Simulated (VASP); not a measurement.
Write the native input for VASP 6.6.1 that does the following.

```yaml
Task: single point
Functional: PBE
Potentials_or_basis: VASP PAW PBE potentials, release 64 (V_sv)
Cutoff: 520 eV
k_mesh: 18 × 18 × 10
Occupations: fermi-dirac, width 0.08 eV
Spin: collinear spin, ferromagnetic start
Starting_moments: "[1.5, 1.5] μB"
Dipole_correction: no
Further_INCAR_settings: ALGO = Normal; EDIFF = 1e-06; NBANDS = 24
```

The structure of V lies in POSCAR:

```
V
1.0
    2.6125220544      0.0000000000      0.0000000000
   -1.3062610272      2.2625104670      0.0000000000
    0.0000000000      0.0000000000      4.6879038651
V
2
Direct
    0.3333333333      0.6666666667      0.2500000000
    0.6666666667      0.3333333333      0.7500000000
```

The input as run:

INCAR

```
SYSTEM = V
  PREC = Accurate
  ENCUT = 520
  EDIFF = 1E-6
  ISMEAR = -1
  SIGMA = 0.08
  LREAL = .FALSE.
  LASPH = .TRUE.
  NELM = 150
  ALGO = Normal
  ISIF = 2
  LWAVE = .FALSE.
  LCHARG = .TRUE.
  ISPIN = 2
  MAGMOM = 1.5 1.5
  LORBIT = 11
  LMAXMIX = 4
  GGA = PE
  LELF = .TRUE.
  LVHAR = .TRUE.
  NBANDS = 24
```

KPOINTS

```
regular mesh
0
G
  18 18 10
  0 0 0
```

Potentials or basis: VASP PAW PBE potentials, release 64 (V_sv).

Command:

```console
$ cat potpaw_PBE.64/V_sv/POTCAR > POTCAR
$ mpirun -np 1 vasp_std > vasp.out
```

Results of the run:

```json
{"Pressure": "0.2 GPa", "Band gap on the k mesh": "zero (filled and empty bands overlap)", "Net moment": "0.00 μB per cell", "Valence electrons inside the program's atomic spheres": "V 11.62"}
```

Run time: 3.1 min on 1 thread of Intel Xeon 6975P-C (shared host), peak memory 0.3 GiB.
